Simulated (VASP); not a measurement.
Input of a VASP 6.6.1 run:

File INCAR:

```
SYSTEM = Sn
PREC = Accurate
ENCUT = 520
EDIFF = 1E-6
ISMEAR = -1
SIGMA = 0.025
LREAL = .False.
LASPH = .True.
NELM = 80
ALGO = Normal
ISIF = 2
LWAVE = .False.
LCHARG = .False.
GGA = RP
IVDW = 12
NBANDS = 21
```

The input KPOINTS:

```
Automatic mesh
0
Gamma
  7 7 7
  0 0 0
```

File POSCAR:

```
Sn
1.0
    0.0000000000      3.2333428000      3.2333428000
    3.2333428000      0.0000000000      3.2333428000
    3.2333428000      3.2333428000      0.0000000000
Sn
2
Direct
    0.7500000000      0.7500000000      0.7500000000
    0.5000000000      0.5000000000      0.5000000000
```

Potentials or basis: VASP PAW PBE potentials, release 64 (Sn_d).

Launch:

```console
$ cat potpaw_PBE.64/Sn_d/POTCAR > POTCAR
$ mpirun -np 1 vasp_std > vasp.out
```

(1) Predict the pressure.

(2) Predict the dispersion energy per atom.

(3) Predict the band gap on the k mesh.

Answers

(1) -2.9 GPa.

(2) -1.517 eV.

(3) zero (filled and empty bands touch).

Caveat: the PAW data sets were made with another functional, which shifts forces and pressure a little; spin-orbit coupling is left out, which moves the levels of the heavy elements.
